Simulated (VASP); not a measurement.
# HgTe (zincblende type) (F-43m) in VASP: notebook

The runs below take HgTe (zincblende type) through relaxation of cell and atoms, single point, with PBE.

Everything below comes from runs of VASP 6.6.1. Logs are shortened: lines on timing, memory, paths and dates and some standing lists are left out, and cuts for length are marked.

## (1) The cell of the first run

Symmetry: F-43m, No. 216, cubic system. The conventional cell has a = 6.214 Å, b = 6.214 Å, c = 6.214 Å, α = 90.00°, β = 90.00°, γ = 90.00°. Within 3.5 Å of Hg (site symmetry -43m) lie 4 Te at 2.69 Å. Te (site symmetry -43m) has 4 Hg at 2.69 Å within 3.5 Å.

## (2) Relaxation of cell and atoms, PBE

INCAR

```
SYSTEM = HgTe
PREC = Accurate ; ENCUT = 600
EDIFF = 1E-6 ; ISMEAR = -1
SIGMA = 0.05 ; LREAL = .False.
LASPH = .True. ; NELM = 80
ALGO = Normal ; ISIF = 3
LWAVE = .False. ; LCHARG = .False.
GGA = PE ; IBRION = 2
NSW = 60 ; EDIFFG = -0.005
```

KPOINTS

```
Automatic mesh
0
Gamma
  11 11 11
  0 0 0
```

POSCAR

```
HgTe
1.0
    0.0000000000      3.1072325060      3.1072325060
    3.1072325060      0.0000000000      3.1072325060
    3.1072325060      3.1072325060      0.0000000000
Hg Te
1 1
Direct
    0.0000000000      0.0000000000      0.0000000000
    0.2500000000      0.2500000000      0.2500000000
```

Potentials or basis: VASP PAW PBE potentials, release 64 (Hg, Te).

The run is started by

```
> cat potpaw_PBE.64/Hg/POTCAR potpaw_PBE.64/Te/POTCAR > POTCAR
> mpirun -np 1 vasp_std > vasp.out
```

OUTCAR:

```text
SYSTEM = HgTe
   PREC = Accurate
   ENCUT = 600
   EDIFF = 1E-6
   ISMEAR = -1
   LREAL = .False.
   LASPH = .True.
   NELM = 80
   ISIF = 3
   GGA = PE
   IBRION = 2
   NSW = 60
   EDIFFG = -0.005

 ion  position               nearest neighbor table
   1  0.000  0.000  0.000-   2 2.69   2 2.69   2 2.69   2 2.69
   2  0.250  0.250  0.250-   1 2.69   1 2.69   1 2.69   1 2.69

  LATTYP: Found a face centered cubic cell.
 ALAT       =     6.2144650120

  Lattice vectors:

 A1 = (   0.0000000000,   3.1072325060,   3.1072325060)
 A2 = (   3.1072325060,   0.0000000000,   3.1072325060)
 A3 = (   3.1072325060,   3.1072325060,   0.0000000000)

Analysis of symmetry for initial positions (statically):
=====================================================================
 Subroutine PRICEL returns:
 Original cell was already a primitive cell.

 Routine SETGRP: Setting up the symmetry group for a
 face centered cubic supercell.

 Subroutine GETGRP returns: Found 24 space group operations
 (whereof 24 operations were pure point group operations)
 out of a pool of 48 trial point group operations.

The static configuration has the point symmetry T_d .

Analysis of symmetry for dynamics (positions and initial velocities):
=====================================================================
 Subroutine PRICEL returns:
 Original cell was already a primitive cell.

 Routine SETGRP: Setting up the symmetry group for a
 face centered cubic supercell.

 Subroutine GETGRP returns: Found 24 space group operations
 (whereof 24 operations were pure point group operations)
 out of a pool of 48 trial point group operations.

The dynamic configuration has the point symmetry T_d .

 Subroutine INISYM returns: Found 24 space group operations
 (whereof 24 operations are pure point group operations),
 and found     1 'primitive' translations

----------------------------------------------------------------------------------------

                                     Primitive cell

  volume of cell :      60.0000

  direct lattice vectors                    reciprocal lattice vectors
     0.000000000  3.107232506  3.107232506    -0.160914897  0.160914897  0.160914897
     3.107232506  0.000000000  3.107232506     0.160914897 -0.160914897  0.160914897
     3.107232506  3.107232506  0.000000000     0.160914897  0.160914897 -0.160914897

  length of vectors
     4.394290351  4.394290351  4.394290351     0.278712778  0.278712778  0.278712778

  position of ions in fractional coordinates (direct lattice)
     0.000000000  0.000000000  0.000000000
     0.250000000  0.250000000  0.250000000

  ion indices of the primitive-cell ions
   primitive index   ion index
                 1           1
                 2           2

----------------------------------------------------------------------------------------

 KPOINTS: Automatic mesh

Automatic generation of k-mesh.
 Grid dimensions read from file:
 generate k-points for:   11   11   11

 Generating k-lattice:

  Cartesian coordinates                     Fractional coordinates (reciprocal lattice)
    -0.014628627  0.014628627  0.014628627     0.090909091  0.000000000  0.000000000
     0.014628627 -0.014628627  0.014628627     0.000000000  0.090909091  0.000000000
     0.014628627  0.014628627 -0.014628627     0.000000000  0.000000000  0.090909091

  Length of vectors
     0.025337525  0.025337525  0.025337525

  Shift w.r.t. Gamma in fractional coordinates (k-lattice)
     0.000000000  0.000000000  0.000000000

 Subroutine IBZKPT returns following result:
 ===========================================

 Found     56 irreducible k-points:

 Following reciprocal coordinates:
            Coordinates               Weight
  0.000000  0.000000  0.000000      1.000000
  0.090909  0.000000  0.000000      8.000000
  0.181818  0.000000  0.000000      8.000000
  0.272727  0.000000  0.000000      8.000000
  0.363636  0.000000  0.000000      8.000000
  0.454545  0.000000  0.000000      8.000000
[... 16 lines left out ...]
 -0.272727  0.181818  0.000000     24.000000
 -0.181818  0.181818  0.000000     12.000000
 [... further k-points ...]
   k-points           NKPTS =     56   k-points in BZ     NKDIM =     56   number of bands    NBANDS=     13
   number of dos      NEDOS =    301   number of ions     NIONS =      2
   total plane-waves  NPLWV =  46656
   dimension x,y,z NGX =    36 NGY =   36 NGZ =   36
   dimension x,y,z NGXF=    72 NGYF=   72 NGZF=   72
   ions per type =               1   1
   NGX,Y,Z   is equivalent  to a cutoff of  13.62, 13.62, 13.62 a.u.
   NGXF,Y,Z  is equivalent  to a cutoff of  27.24, 27.24, 27.24 a.u.
 SYSTEM =  HgTe
   PREC   = accura    normal or accurate (medium, high low for compatibility)
   ISTART =      0    job   : 0-new  1-cont  2-samecut
   ICHARG =      2    charge: 1-file 2-atom 10-const
   ISPIN  =      1    spin polarized calculation?
   LNONCOLLINEAR =      F non collinear calculations
   LSORBIT =      F    spin-orbit coupling
   LASPH  =      T    aspherical Exc in radial PAW
   ENCUT  =  600.0 eV  44.10 Ry    6.64 a.u.   8.78  8.78  8.78*2*pi/ulx,y,z
   NELM   =     80;   NELMIN=  2; NELMDL= -5     # of ELM steps
   EDIFF  = 0.1E-05   stopping-criterion for ELM
   LREAL  =      F    real-space projection
   EDIFFG = -.5E-02   stopping-criterion for IOM
   NSW    =     60    number of steps for IOM
   IBRION =      2    ionic relax: 0-MD 1-quasi-New 2-CG
   NFREE  =      1    steps in history (QN), initial steepest desc. (CG)
   ISIF   =      3    stress and relaxation
   ISYM   =      2    0-nonsym 1-usesym 2-fastsym
   POTIM  = 0.5000    time-step for ionic-motion
   TEBEG  =    0.0;   TEEND  =   0.0 temperature during run
   PSTRESS=    0.0 pullay stress
   NELECT =      18.0000    total number of electrons
   NUPDOWN=      -1.0000    fix difference up-down
   EMIN   =  10.00;   EMAX   =-10.00  energy-range for DOS
   EFERMI =   0.00;   METHOD = LEGACY
   ISMEAR =    -1;   SIGMA  =   0.05  broadening in eV -4-tet -1-fermi 0-gaus
   EFERMI_NEDOS =   21; number of points for ismear=-14 and -15
   IALGO  =     38    algorithm
   IMIX   =      4    mixing-type and parameters
     AMIX     =   0.40;   BMIX     =  1.00
     AMIX_MAG =   1.60;   BMIX_MAG =  1.00
  volume/ion in A,a.u.               =      30.00       202.45
  Fermi-wavevector in a.u.,A,eV,Ry     =   1.095928  2.071003 16.341381  1.201058
  Thomas-Fermi vector in A             =   2.232260
   LORBIT       =      0    0 simple, 1 ext, 2 COOP (PROOUT), +10 PAW based schemes
   GGA     = PE    functional components
   LHFCALC =     F    Hartree Fock is set to
   AEXX    =    0.0000 exact exchange contribution
   IVDW    =     0    specifies the selected vdW correction
   LEPSILON=     F    determine dielectric tensor
   LRPA    =     F    only Hartree local field effects (RPA)
 conjugate gradient relaxation of ions
 non-spin polarized calculation
  energy-cutoff  :      600.00
  volume of cell :       60.00
 maximum number of plane-waves:      2017
   NGX = 17   NGY = 17   NGZ = 17

--------------------------------------- Ionic step        1  -------------------------------------------

 number of electron      18.0000002 magnetization

 Free energy of the ion-electron system (eV)
  ---------------------------------------------------
  ext. energy  EPLUGINS =         0.00000000
  ---------------------------------------------------
  free energy    TOTEN  =        -3.23721025 eV

  energy without entropy =       -3.23693679  energy(sigma->0) =       -3.23707352

------------------------ aborting loop because EDIFF is reached ----------------------------------------

  FORCE on cell =-STRESS in cart. coord.  units (eV):
  Direction    XX          YY          ZZ          XY          YZ          ZX
  --------------------------------------------------------------------------------------
  -------------------------------------------------------------------------------------
  Total        4.4738596      4.4738596      4.4738596      0.0000000      0.0000000      0.0000000
  in kB      119.4652729    119.4652729    119.4652729      0.0000000      0.0000000      0.0000000
  external PRESSURE =     119.4652729 kB  Pullay stress =       0.0000000 kB

 VOLUME and BASIS-vectors are now :
 -----------------------------------------------------------------------------
  energy-cutoff  :      600.00
  volume of cell :       60.00
      direct lattice vectors                 reciprocal lattice vectors
     0.000000000  3.107232506  3.107232506    -0.160914897  0.160914897  0.160914897
     3.107232506  0.000000000  3.107232506     0.160914897 -0.160914897  0.160914897
     3.107232506  3.107232506  0.000000000     0.160914897  0.160914897 -0.160914897
[... 73 lines left out ...]
 POSITION                                       TOTAL-FORCE (eV/Angst)
 -----------------------------------------------------------------------------------
      0.00000      0.00000      0.00000         0.000000      0.000000      0.000000
      1.66198      1.66198      1.66198        -0.000000     -0.000000     -0.000000
 -----------------------------------------------------------------------------------
    total drift:                               -0.000000     -0.000000     -0.000000

  FREE ENERGIE OF THE ION-ELECTRON SYSTEM (eV)
  ---------------------------------------------------
  free  energy   TOTEN  =        -3.6494740157 eV

  energy  without entropy=       -3.6491316470  energy(sigma->0) =       -3.64930283

--------------------------------------- Ionic step        4  -------------------------------------------

 number of electron      17.9999998 magnetization

 Free energy of the ion-electron system (eV)
  ---------------------------------------------------
  ext. energy  EPLUGINS =         0.00000000
  ---------------------------------------------------
  free energy    TOTEN  =        -3.64950616 eV

  energy without entropy =       -3.64916150  energy(sigma->0) =       -3.64933383

 E-fermi :   2.3093     XC(G=0):  -8.3464

 val. band max:        2.2090276200   @ k =   0.0000   0.0000   0.0000
 cond. band min:       2.6010870053   @ k =   0.0909   0.0000   0.0000
 fundamental gap:      0.3920593853
 Fermi energy:         2.3092858857

 k-point     1 :       0.0000    0.0000    0.0000
  band No.  band energies     occupation
      1      -9.1884      2.00000
      2      -4.6703      2.00000
      3      -4.6703      2.00000
      4      -4.6703      2.00000
      5      -4.2411      2.00000
      6      -4.2411      2.00000
      7       1.2798      2.00000
      8       2.2090      1.76268
      9       2.2090      1.76268
     10       2.2090      1.76268
     11       6.5863      0.00000
     12       6.5863      0.00000
     13       6.5863      0.00000

 k-point     2 :       0.0909    0.0000    0.0000
  band No.  band energies     occupation
      1      -9.1540      2.00000
      2      -4.6608      2.00000
      3      -4.6608      2.00000
      4      -4.6551      2.00000
      5      -4.2419      2.00000
      6      -4.2419      2.00000
      7       0.7010      2.00000
      8       2.1302      1.94588
      9       2.1302      1.94588
     10       2.6011      0.00582
     11       6.4794      0.00000
[... 339 lines left out ...]
 k-point    24 :      -0.1818    0.1818    0.0000
  band No.  band energies     occupation
      1      -8.8872      2.00000
      2      -4.5965      2.00000
      3      -4.5758      2.00000
      4      -4.4677      2.00000
      5      -4.2574      2.00000
      6      -4.2190      2.00000
      7      -1.2395      2.00000
      8       0.7850      2.00000
      9       1.7595      1.99997
     10       3.7601      0.00000
     11       6.7295      0.00000
     12       7.2409      0.00000
     13       7.4823      0.00000

 [... further k-points ...]
[... 5 lines left out ...]
  --------------------------------------------------------------------------------------
  -------------------------------------------------------------------------------------
  Total       -0.0083430     -0.0083430     -0.0083430      0.0000000      0.0000000      0.0000000
  in kB       -0.1812726     -0.1812726     -0.1812726      0.0000000      0.0000000      0.0000000
  external PRESSURE =      -0.1812726 kB  Pullay stress =       0.0000000 kB

 VOLUME and BASIS-vectors are now :
 -----------------------------------------------------------------------------
  energy-cutoff  :      600.00
  volume of cell :       73.74
      direct lattice vectors                 reciprocal lattice vectors
    -0.000000000  3.328302194  3.328302194    -0.150226743  0.150226743  0.150226743
     3.328302194  0.000000000  3.328302194     0.150226743 -0.150226743  0.150226743
     3.328302194  3.328302194 -0.000000000     0.150226743  0.150226743 -0.150226743

 POSITION                                       TOTAL-FORCE (eV/Angst)
 -----------------------------------------------------------------------------------
      3.32830      0.00000      3.32830         0.000000      0.000000      0.000000
      1.66415      1.66415      1.66415        -0.000000     -0.000000     -0.000000
 -----------------------------------------------------------------------------------
    total drift:                               -0.000000     -0.000000     -0.000000

  FREE ENERGIE OF THE ION-ELECTRON SYSTEM (eV)
  ---------------------------------------------------
  free  energy   TOTEN  =        -3.6495061649 eV

  energy  without entropy=       -3.6491615009  energy(sigma->0) =       -3.64933383

 reached required accuracy - stopping structural energy minimisation
```

It took 2.6 min on 1 thread of Intel Xeon Platinum 8175M at 2.50GHz (Skylake/Cascade Lake), shared host; peak memory 0.25 GiB.

What came out:

* Free energy: -3.6495 eV
* Relaxed volume: 36.87 Å³/atom
* Relaxed cell: a = 4.707 Å, b = 4.707 Å, c = 4.707 Å, α = 60.00°, β = 60.00°, γ = 60.00°
* Space group after relaxing (to 0.05 Å): F-43m (No. 216)
* Energy gained by relaxing: 206.1 meV/atom
* Ionic steps: 4
* Pressure after relaxing: 0.0 GPa
* Band gap on the k mesh: zero (filled and empty bands touch)

Step by step:
| step | energy change (eV) | largest force (eV/Å) | pressure (GPa) | volume (Å³) |
| --- | --- | --- | --- | --- |
| 1 | 0.0000 | 0.0000 | 11.95 | 60.00 |
| 2 | -0.3381 | 0.0000 | -2.67 | 81.60 |
| 3 | -0.4123 | 0.0000 | 0.09 | 73.45 |
| 4 | -0.4123 | 0.0000 | -0.02 | 73.74 |

Final structure:
```cif
data_structure
_symmetry_space_group_name_H-M 'P 1'
_symmetry_Int_Tables_number 1
_cell_length_a 4.7069
_cell_length_b 4.7069
_cell_length_c 4.7069
_cell_angle_alpha 60.000
_cell_angle_beta 60.000
_cell_angle_gamma 60.000
_cell_volume 73.74
loop_
_atom_site_label
_atom_site_type_symbol
_atom_site_fract_x
_atom_site_fract_y
_atom_site_fract_z
_atom_site_occupancy
Hg1 Hg 0.00000 0.00000 0.00000 1
Te1 Te 0.25000 0.25000 0.25000 1
```

Caveat: the volume moved by over 15 % at a fixed basis, so the end points are rough; spin-orbit coupling is left out, which moves the levels of the heavy elements.

## (3) Single point, PBE (volume scaled by 0.94)

INCAR

```
SYSTEM = HgTe
PREC = Accurate ; ENCUT = 500
EDIFF = 1E-6 ; ISMEAR = -1
SIGMA = 0.05 ; LREAL = .FALSE.
LASPH = .TRUE. ; NELM = 120
ALGO = Normal ; ISIF = 2
LWAVE = .FALSE. ; LCHARG = .FALSE.
GGA = PE ; NBANDS = 16
GGA_COMPAT = .FALSE.
```

KPOINTS

```
Automatic mesh
0
G
  11 11 11
  0 0 0
```

POSCAR

```
HgTe
1.0
    0.0000000000      3.2579710539      3.2579710539
    3.2579710539      0.0000000000      3.2579710539
    3.2579710539      3.2579710539      0.0000000000
Hg Te
1 1
Direct
    0.0000000000      0.0000000000      0.0000000000
    0.2500000000      0.2500000000      0.2500000000
```

Potentials or basis: VASP PAW PBE potentials, release 64 (Hg, Te).

The run is started by

```
> cat potpaw_PBE.64/Hg/POTCAR potpaw_PBE.64/Te/POTCAR > POTCAR
> mpirun -np 1 vasp_std > vasp.out
```

Run time: 76 s. Hardware: 1 thread of Intel Xeon 8259CL, shared host; peak memory 0.24 GiB.

It converged, with:

- Free energy: -3.6179 eV
- Pressure: 2.5 GPa
- Band gap on the k mesh: zero (filled and empty bands touch)

Levels at points of the mesh, in eV from the Fermi level:
| k point | band 7 | band 8 | band 9 | band 10 | band 11 | band 12 |
| --- | --- | --- | --- | --- | --- | --- |
| (0.00, 0.00, 0.00) | -0.87 | -0.09 | -0.09 | -0.09 | 4.18 | 4.18 |

Caveat: the cell differs from its parent crystal (volume scaled by 0.94); spin-orbit coupling is left out, which moves the levels of the heavy elements.

## (4) Single point, PBE

This run uses another cell than the first one, of 36.79 Å³/atom, 1.226 times its volume.

INCAR

```
PREC = Accurate
ENCUT = 500
EDIFF = 1E-6
ISMEAR = -1
SIGMA = 0.05
LREAL = False
LASPH = True
NELM = 120
ALGO = Normal
ISIF = 2
LWAVE = False
LCHARG = False
GGA = PE
NBANDS = 16
GGA_COMPAT = False
```

KPOINTS

```
regular mesh
0
Gamma
  11 11 11
```

POSCAR

```
HgTe
1.0
    0.0000000000      3.3258648984      3.3258648984
    3.3258648984      0.0000000000      3.3258648984
    3.3258648984      3.3258648984      0.0000000000
Hg Te
1 1
Direct
    0.0000000000      0.0000000000      0.0000000000
    0.2500000000      0.2500000000      0.2500000000
```

The run is started by

```
> cat potpaw_PBE.64/Hg/POTCAR potpaw_PBE.64/Te/POTCAR > POTCAR
> mpirun -np 1 vasp_std > vasp.out
```

Run time: 78 s. Hardware: 1 thread of Intel Xeon 8259CL, shared host; peak memory 0.24 GiB.

It converged, with:

```yaml
Free_energy: -3.6519 eV
Pressure: 0.0 GPa
Band_gap_on_the_k_mesh: zero (filled and empty bands touch)
```

Levels at points of the mesh, in eV from the Fermi level:
```tsv
k point	band 6	band 7	band 8	band 9	band 10	band 11	band 12	band 13
(0.00, 0.00, 0.00)	-6.56	-1.02	-0.10	-0.10	-0.10	4.27	4.27	4.27
```

Caveat: spin-orbit coupling is left out, which moves the levels of the heavy elements.

## (5) Summary

| task | cell | cutoff (eV) | gap on the mesh (eV) | pressure (GPa) |
| --- | --- | --- | --- | --- |
| relaxation of cell and atoms | relaxed from a = 4.394 Å, angles 60.0°, 2 atoms | 600 | none | 0.0 |
| single point | a = 4.607 Å, angles 60.0°, 2 atoms | 500 | none | 2.5 |
| single point | a = 4.703 Å, angles 60.0°, 2 atoms | 500 | none | 0.0 |

Alike in all rows: level PBE; potentials or basis VASP PAW PBE potentials, release 64 (Hg, Te); no spin polarisation; k mesh 11 × 11 × 11; smearing fermi-dirac 0.05 eV.

Caveats: spin-orbit coupling is left out, which moves the levels of the heavy elements; the volume moved by over 15 % at a fixed basis, so the end points are rough (some runs).

Total energies depend on the potentials used, so only differences within one code and one set of settings carry meaning.
